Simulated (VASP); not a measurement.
C:

```
CELL_PARAMETERS angstrom
1.89194 -3.20649 0.00000
1.89194 3.20649 0.00000
0.00000 0.00000 3.78892
ATOMIC_POSITIONS crystal
C 0.15250 0.84750 0.07850
C 0.65250 0.34750 0.42150
C 0.84750 0.15250 0.92150
C 0.34750 0.65250 0.57850
```

* Program: VASP 6.6.1
* Task: relaxation of cell and atoms
* Functional: PBEsol
* Potentials or basis: VASP PAW PBE potentials, release 64 (C_h)
* Cutoff: 1300 eV
* k mesh: 6 × 6 × 4
* Occupations: gaussian, width 0.1 eV
* Spin: no spin polarisation

At the start: pressure -38.6 GPa; volume 11.49 Å³/atom.

Where does the relaxation end?

Over 30 steps the energy falls by 4401.1 meV/atom and the volume is 8.02 Å³/atom (-30.2 %); space group Cmce (No. 64, to 0.1 Å) before, Fmmm (No. 69, to 0.1 Å).

The path:
```csv
step,energy change (eV),largest force (eV/Å),pressure (GPa),volume (Å³)
1,0.0000,0.3764,-38.61,45.97
2,-3.8819,1.3279,-31.64,29.88
3,-4.9113,2.2148,18.30,22.20
4,-4.9208,2.0836,1.70,23.48
5,-3.9167,10.1394,133.41,19.11
6,-5.6765,1.2334,28.19,21.56
7,-5.6891,1.4704,33.11,21.37
8,-8.1386,3.5571,23.23,21.72
9,-8.9148,6.4916,45.00,21.60
10,-9.3629,6.5692,44.38,21.97
11,-9.8744,6.8812,60.16,22.75
12,-10.8254,6.6282,49.53,23.36
13,-13.0397,5.5212,26.32,25.23
14,-14.3408,5.0837,16.99,29.12
15,-14.4073,4.7533,15.93,28.38
16,-15.5850,3.5940,-4.84,29.86
17,-16.7724,1.1315,-31.48,33.00
18,-16.8161,0.7832,-35.19,33.69
19,-17.5233,0.8167,-11.29,32.23
20,-17.5519,1.0813,-4.88,31.91
21,-17.5903,0.6049,0.27,31.59
22,-17.5942,0.2136,-0.99,31.67
23,-17.5987,0.1004,1.17,31.58
24,-17.5991,0.0842,2.11,31.55
25,-17.6012,0.0611,1.52,31.67
26,-17.6036,0.0683,-0.03,31.98
27,-17.6042,0.0682,0.17,32.04
28,-17.6042,0.0718,0.17,32.04
29,-17.6043,0.0614,0.19,32.09
30,-17.6044,0.0297,0.18,32.07
```

Final structure:
```cif
data_structure
_symmetry_space_group_name_H-M 'P 1'
_symmetry_Int_Tables_number 1
_cell_length_a 3.7336
_cell_length_b 3.7336
_cell_length_c 2.4558
_cell_angle_alpha 90.000
_cell_angle_beta 90.000
_cell_angle_gamma 69.511
_cell_volume 32.07
loop_
_atom_site_label
_atom_site_type_symbol
_atom_site_fract_x
_atom_site_fract_y
_atom_site_fract_z
_atom_site_occupancy
C1 C 0.16727 0.83273 0.00068 1
C2 C 0.66727 0.33273 0.49932 1
C3 C 0.83273 0.16727 0.99932 1
C4 C 0.33273 0.66727 0.50068 1
```

Caveat: the volume moved by over 15 % at a fixed basis, so the end points are rough; the PAW data sets were made with another functional, which shifts forces and pressure a little.
